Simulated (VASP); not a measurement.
# AlP (F-43m) in VASP: notebook

AlP is run at these levels: r2SCAN; tasks: elastic constants.

All numbers are computed with VASP 6.6.1; they aren't measurements. Logs are shortened: lines on timing, memory, paths and dates and some standing lists are left out, and cuts for length are marked.

## Step 1: The cell of the first run

The structure is cubic, space group F-43m (No. 216). Conventional cell: a = 5.404 Å, b = 5.404 Å, c = 5.404 Å, α = 90.00°, β = 90.00°, γ = 90.00°. Within 3.1 Å of Al (site symmetry -43m) lie 4 P at 2.34 Å. P (site symmetry -43m) has 4 Al at 2.34 Å within 3.1 Å.

## Step 2: Elastic constants, r2SCAN

File INCAR:

```
SYSTEM = AlP
PREC = Accurate
ENCUT = 550
EDIFF = 1E-8
ISMEAR = 0
SIGMA = 0.01
LREAL = .False.
LASPH = .True.
NELM = 120
ALGO = Normal
ISIF = 3
LWAVE = .False.
LCHARG = .False.
METAGGA = R2SCAN
LMIXTAU = .True.
NBANDS = 11
IBRION = 6
NFREE = 2
POTIM = 0.015
NSW = 1
GGA_COMPAT = .False.
```

File KPOINTS:

```
regular mesh
0
Gamma
  8 8 8
  0 0 0
```

File POSCAR:

```
AlP
1.0
    0.0000000000      2.7021207541      2.7021207541
    2.7021207541      0.0000000000      2.7021207541
    2.7021207541      2.7021207541      0.0000000000
Al P
1 1
Direct
    0.0000000000      0.0000000000      0.0000000000
    0.7500000000      0.7500000000      0.7500000000
```

Potentials or basis: VASP PAW PBE potentials, release 64 (Al, P).

The run is started by

```
cat potpaw_PBE.64/Al/POTCAR potpaw_PBE.64/P/POTCAR > POTCAR
mpirun -np 1 vasp_std > vasp.out
```

OUTCAR:

```text
SYSTEM = AlP
   PREC = Accurate
   ENCUT = 550
   EDIFF = 1E-8
   ISMEAR = 0
   LREAL = .False.
   LASPH = .True.
   NELM = 120
   ISIF = 3
   METAGGA = R2SCAN
   IBRION = 6
   NFREE = 2
   POTIM = 0.015
   NSW = 1

 ion  position               nearest neighbor table
   1  0.000  0.000  0.000-   2 2.34   2 2.34   2 2.34   2 2.34
   2  0.750  0.750  0.750-   1 2.34   1 2.34   1 2.34   1 2.34

  LATTYP: Found a face centered cubic cell.
 ALAT       =     5.4042415082

  Lattice vectors:

 A1 = (   0.0000000000,   2.7021207541,   2.7021207541)
 A2 = (   2.7021207541,   0.0000000000,   2.7021207541)
 A3 = (   2.7021207541,   2.7021207541,   0.0000000000)

Analysis of symmetry for initial positions (statically):
=====================================================================
 Subroutine PRICEL returns:
 Original cell was already a primitive cell.

 Routine SETGRP: Setting up the symmetry group for a
 face centered cubic supercell.

 Subroutine GETGRP returns: Found 24 space group operations
 (whereof 24 operations were pure point group operations)
 out of a pool of 48 trial point group operations.

The static configuration has the point symmetry T_d .

Analysis of symmetry for dynamics (positions and initial velocities):
=====================================================================
 Subroutine PRICEL returns:
 Original cell was already a primitive cell.

 Routine SETGRP: Setting up the symmetry group for a
 face centered cubic supercell.

 Subroutine GETGRP returns: Found 24 space group operations
 (whereof 24 operations were pure point group operations)
 out of a pool of 48 trial point group operations.

The dynamic configuration has the point symmetry T_d .

 Subroutine INISYM returns: Found 24 space group operations
 (whereof 24 operations are pure point group operations),
 and found     1 'primitive' translations

----------------------------------------------------------------------------------------

                                     Primitive cell

  volume of cell :      39.4588

  direct lattice vectors                    reciprocal lattice vectors
     0.000000000  2.702120754  2.702120754    -0.185039843  0.185039843  0.185039843
     2.702120754  0.000000000  2.702120754     0.185039843 -0.185039843  0.185039843
     2.702120754  2.702120754  0.000000000     0.185039843  0.185039843 -0.185039843

  length of vectors
     3.821375818  3.821375818  3.821375818     0.320498409  0.320498409  0.320498409

  position of ions in fractional coordinates (direct lattice)
     0.000000000  0.000000000  0.000000000
     0.750000000  0.750000000  0.750000000

  ion indices of the primitive-cell ions
   primitive index   ion index
                 1           1
                 2           2

----------------------------------------------------------------------------------------

 KPOINTS: regular mesh

Automatic generation of k-mesh.
 Grid dimensions read from file:
 generate k-points for:    8    8    8

 Generating k-lattice:

  Cartesian coordinates                     Fractional coordinates (reciprocal lattice)
[... 107 lines left out ...]
  ---------------------------------------------------
  free energy    TOTEN  =       -17.19266597 eV

  energy without entropy =      -17.19266597  energy(sigma->0) =      -17.19266597

------------------------ aborting loop because EDIFF is reached ----------------------------------------

  FORCE on cell =-STRESS in cart. coord.  units (eV):
  Direction    XX          YY          ZZ          XY          YZ          ZX
  --------------------------------------------------------------------------------------
  -------------------------------------------------------------------------------------
  Total        0.9114048      0.9114048      0.9114048      0.0000000      0.0000000     -0.0000000
  in kB       37.0064690     37.0064690     37.0064690      0.0000000      0.0000000     -0.0000000
  external PRESSURE =      37.0064690 kB  Pullay stress =       0.0000000 kB
[... 89 lines left out ...]
  FREE ENERGIE OF THE ION-ELECTRON SYSTEM (eV)
  ---------------------------------------------------
  free  energy   TOTEN  =       -17.1748034141 eV

  energy  without entropy=      -17.1748034141  energy(sigma->0) =      -17.17480341

[... ionic steps 4 to 14 ...]

--------------------------------------- Ionic step       15  -------------------------------------------

 number of electron       7.9999999 magnetization

------------------------ aborting loop because EDIFF is reached ----------------------------------------
[... 67 lines left out ...]
--------------------------------------- Ionic step       17  -------------------------------------------

 number of electron       8.0000000 magnetization

 Free energy of the ion-electron system (eV)
  ---------------------------------------------------
  ext. energy  EPLUGINS =         0.00000000
  ---------------------------------------------------
  free energy    TOTEN  =       -17.19139911 eV

  energy without entropy =      -17.19139911  energy(sigma->0) =      -17.19139911

 E-fermi :   4.7872     XC(G=0):  -9.7534

 val. band max:        4.7372961121   @ k =   0.0000   0.0000   0.0000
 cond. band min:       6.5436196996   @ k =   0.0000   0.5000   0.5000
 fundamental gap:      1.8063235875
 Fermi energy:         4.7871921706

 k-point     1 :       0.0000    0.0000    0.0000
  band No.  band energies     occupation
      1      -7.4799      2.00000
      2       4.6488      2.00000
      3       4.6937      2.00000
      4       4.7373      2.00000
      5       8.9818      0.00000
      6       9.7006      0.00000
      7       9.7156      0.00000
      8       9.7320      0.00000
      9      14.0374      0.00000
     10      14.0388      0.00000
     11      16.1369      0.00000
[... 309 lines left out ...]
 k-point    24 :      -0.3750    0.2500    0.1250
  band No.  band energies     occupation
      1      -5.3209      2.00000
      2      -0.6985      2.00000
      3       1.9749      2.00000
      4       3.0963      2.00000
      5       9.0727      0.00000
      6       9.7468      0.00000
      7      12.2330      0.00000
      8      13.1202      0.00000
      9      14.5506      0.00000
     10      17.0702      0.00000
     11      18.5109      0.00000

 [... further k-points ...]
[... 5 lines left out ...]
  --------------------------------------------------------------------------------------
  -------------------------------------------------------------------------------------
  Total        0.9111722      0.9147433      0.9147433      0.0000000     -0.1466057      0.0000000
  in kB       36.9970237     37.1420230     37.1420230      0.0000000     -5.9527421      0.0000000
  external PRESSURE =      37.0936899 kB  Pullay stress =       0.0000000 kB
[... 17 lines left out ...]
  FREE ENERGIE OF THE ION-ELECTRON SYSTEM (eV)
  ---------------------------------------------------
  free  energy   TOTEN  =       -17.1913991059 eV

  energy  without entropy=      -17.1913991059  energy(sigma->0) =      -17.19139911

 INTERNAL STRAIN TENSORS FROM STRAINED CELLS
 ============================================

 INTERNAL STRAIN TENSOR FOR ION    1 for displacements in x,y,z  (eV/Angst):
          X           Y           Z          XY          YZ          ZX
  --------------------------------------------------------------------------------
  x    -0.00000    -0.00000     0.00000    -0.00000    -9.74415     0.00000
  y    -0.00000     0.00000     0.00000    -0.00000     0.00000    -9.74373
  z    -0.00000    -0.00000     0.00000    -9.74364     0.00000     0.00000

 INTERNAL STRAIN TENSORS FROM DISPLACED ATOMS
 ============================================

 INTERNAL STRAIN TENSOR FOR ION    1 for displacements in x,y,z  (eV/Angst):
          X           Y           Z          XY          YZ          ZX
  --------------------------------------------------------------------------------
  x     0.00000    -0.00000    -0.00000     0.00000    -9.71295     0.00000
  y     0.00000     0.00000     0.00000     0.00000     0.00000    -9.71295
  z    -0.00000    -0.00000     0.00000    -9.71295     0.00000     0.00000

 INTERNAL STRAIN TENSOR FOR ION    2 for displacements in x,y,z  (eV/Angst):
          X           Y           Z          XY          YZ          ZX
  --------------------------------------------------------------------------------
  x     0.00000    -0.00000    -0.00000     0.00000     9.77431     0.00000
  y    -0.00000     0.00000    -0.00000     0.00000     0.00000     9.77431
  z    -0.00000    -0.00000     0.00000     9.77431     0.00000     0.00000

 Eigenvectors and eigenvalues of the dynamical matrix
 ----------------------------------------------------

   1 f  =   13.800917 THz    86.713716 2PiTHz  460.349025 cm-1    57.075979 meV
             X         Y         Z           dx          dy          dz
      0.000000  0.000000  0.000000    -0.724363   -0.084527    0.000000
      4.053181  4.053181  4.053181     0.679606    0.079304   -0.000000
[... 21 lines left out ...]
   6 f/i=    0.036001 THz     0.226198 2PiTHz    1.200848 cm-1     0.148886 meV
             X         Y         Z           dx          dy          dz
      0.000000  0.000000  0.000000     0.171628   -0.511316   -0.421015
      4.053181  4.053181  4.053181     0.182931   -0.544989   -0.448742

--------------------------------------------------------------------------------------------------------

 ELASTIC MODULI CONTR FROM IONIC RELAXATION (kBar)
 Direction    XX          YY          ZZ          XY          YZ          ZX
 --------------------------------------------------------------------------------
 XX          -0.0000     -0.0000     -0.0000      0.0000      0.0000      0.0000
 YY          -0.0000     -0.0000     -0.0000      0.0000      0.0000      0.0000
 ZZ          -0.0000     -0.0000     -0.0000     -0.0000      0.0000      0.0000
 XY           0.0000      0.0000     -0.0000   -342.9073      0.0000      0.0000
 YZ           0.0000      0.0000      0.0000      0.0000   -342.9073     -0.0000
 ZX           0.0000      0.0000      0.0000      0.0000     -0.0000   -342.9073
 --------------------------------------------------------------------------------

 TOTAL ELASTIC MODULI (kBar)
 Direction    XX          YY          ZZ          XY          YZ          ZX
 --------------------------------------------------------------------------------
 XX        1480.3483    790.9960    790.9960      0.0000      0.0000      0.0000
 YY         790.9960   1480.3483    790.9960      0.0000      0.0000      0.0000
 ZZ         790.9960    790.9960   1480.3483      0.0000      0.0000      0.0000
 XY           0.0000      0.0000      0.0000    691.2523      0.0000      0.0000
 YZ           0.0000      0.0000      0.0000      0.0000    691.2523     -0.0000
 ZX           0.0000      0.0000      0.0000      0.0000     -0.0000    691.2523
 --------------------------------------------------------------------------------
```

Run time: 68 min. Hardware: 1 thread of Intel Xeon 8259CL, shared host; peak memory 0.27 GiB.

What came out:

| Quantity | Value |
| --- | --- |
| Elastic constants C11, C12, C44 | 148, 79, 69 GPa |
| Voigt bulk modulus | 102 GPa |
| Highest phonon frequency at Γ, LO-TO splitting left out | 460 cm⁻¹ |

Phonon frequencies in cm⁻¹ (negative: imaginary):
```csv
q point,frequencies
"(0.000, 0.000, 0.000)",-1 -1 -1 460 460 460
```

Elastic tensor in Voigt notation (GPa, in the Cartesian axes of the cell as first typed):
```
148  79  79   0   0   0
 79 148  79   0   0   0
 79  79 148   0   0   0
  0   0   0  69   0   0
  0   0   0   0  69   0
  0   0   0   0   0  69
```

Clamped-ion elastic tensor (GPa):
```
148  79  79   0   0   0
 79 148  79   0   0   0
 79  79 148   0   0   0
  0   0   0 103   0   0
  0   0   0   0 103   0
  0   0   0   0   0 103
```

Caveat: the cell is under stress, which shifts elastic constants; the PAW data sets were made with another functional, which shifts forces and pressure a little.

## Step 3: Elastic constants, r2SCAN

This run uses another cell than the first one, of 19.21 Å³/atom.

File INCAR:

```
SYSTEM = AlP
  ALGO = Normal
  EDIFF = 1E-8
  ENCUT = 550
  GGA_COMPAT = .FALSE.
  IBRION = 6
  ISIF = 3
  ISMEAR = 0
  LASPH = .TRUE.
  LCHARG = .FALSE.
  LMIXTAU = .TRUE.
  LREAL = .FALSE.
  LWAVE = .FALSE.
  METAGGA = R2SCAN
  NELM = 120
  NFREE = 2
  NSW = 1
  POTIM = 0.015
  PREC = Accurate
  SIGMA = 0.01
```

File KPOINTS:

```
k-points
0
G
  8 8 8
  0 0 0
```

File POSCAR:

```
AlP
1.0
    0.0000000000      2.6784087472      2.6784087472
    2.6784087472      0.0000000000      2.6784087472
    2.6784087472      2.6784087472      0.0000000000
Al P
1 1
Direct
    0.0000000000      0.0000000000      0.0000000000
    0.7500000000      0.7500000000      0.7500000000
```

Potentials or basis: VASP PAW PBE potentials, release 64 (Al, P).

The run is started by

```
cat potpaw_PBE.64/Al/POTCAR potpaw_PBE.64/P/POTCAR > POTCAR
mpirun -np 1 vasp_std > vasp.out
```

Wall time 25 min (1 thread of AMD EPYC 9R45 (Zen 5), shared host); peak memory 0.23 GiB.

The run converged. Its results:

```yaml
Elastic_constants_C11_C12_C44: 155, 88, 70 GPa
Voigt_bulk_modulus: 110 GPa
Highest_phonon_frequency_at_Γ_LO-TO_splitting_left_out: 475 cm⁻¹
```

Phonon frequencies in cm⁻¹ (negative: imaginary):
```csv
q point,frequencies
"(0.000, 0.000, 0.000)",-1 -1 -1 475 475 475
```

Elastic tensor in Voigt notation (GPa, in the Cartesian axes of the cell as first typed):
```
155  88  88   0   0   0
 88 155  88   0   0   0
 88  88 155   0   0   0
  0   0   0  70   0   0
  0   0   0   0  70   0
  0   0   0   0   0  70
```

Clamped-ion elastic tensor (GPa):
```
155  88  88   0   0   0
 88 155  88   0   0   0
 88  88 155   0   0   0
  0   0   0 112   0   0
  0   0   0   0 112   0
  0   0   0   0   0 112
```

Caveat: the cell is under stress, which shifts elastic constants; the PAW data sets were made with another functional, which shifts forces and pressure a little.

(Continued in part 2 of 2.)
